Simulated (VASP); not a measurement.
# O2F (fluorite type): single point with r2SCAN

Crystal: O2F (fluorite type).

```
CELL_PARAMETERS angstrom
0.00000 2.44667 2.44667
2.44667 0.00000 2.44667
2.44667 2.44667 0.00000
ATOMIC_POSITIONS crystal
F 0.00000 0.00000 0.00000
O 0.25000 0.25000 0.25000
O 0.75000 0.75000 0.75000
```

* Program: VASP 6.6.1
* Task: single point
* Functional: r2SCAN
* Potentials or basis: VASP PAW PBE potentials, release 64 (F, O)
* Cutoff: 520 eV
* k mesh: 12 × 12 × 12
* Occupations: fermi-dirac, width 0.1 eV
* Spin: no spin polarisation

| Property | Result |
| --- | --- |
| Pressure | -0.1 GPa |
| Band gap on the k mesh | zero (an odd number of electrons rules out a gap without spin polarisation) |

Levels at points of the mesh, in eV from the Fermi level:
```csv
k point,band 7,band 8,band 9,band 10,band 11,band 12
"(0.00, 0.00, 0.00)",-2.40,-2.40,-2.40,0.59,0.59,0.59
"(0.50, 0.00, 0.00)",-1.53,-1.53,-1.11,-0.01,0.38,0.38
"(0.50, 0.50, 0.00)",-2.73,0.08,0.08,0.24,0.24,0.61
```

Run time: 3.7 min on 1 thread of AMD EPYC 7R13 (shared host), peak memory 0.14 GiB.

Caveat: the PAW data sets were made with another functional, which shifts forces and pressure a little; an odd number of electrons without spin polarisation forces a metal; a magnetic or distorted state may lie lower.
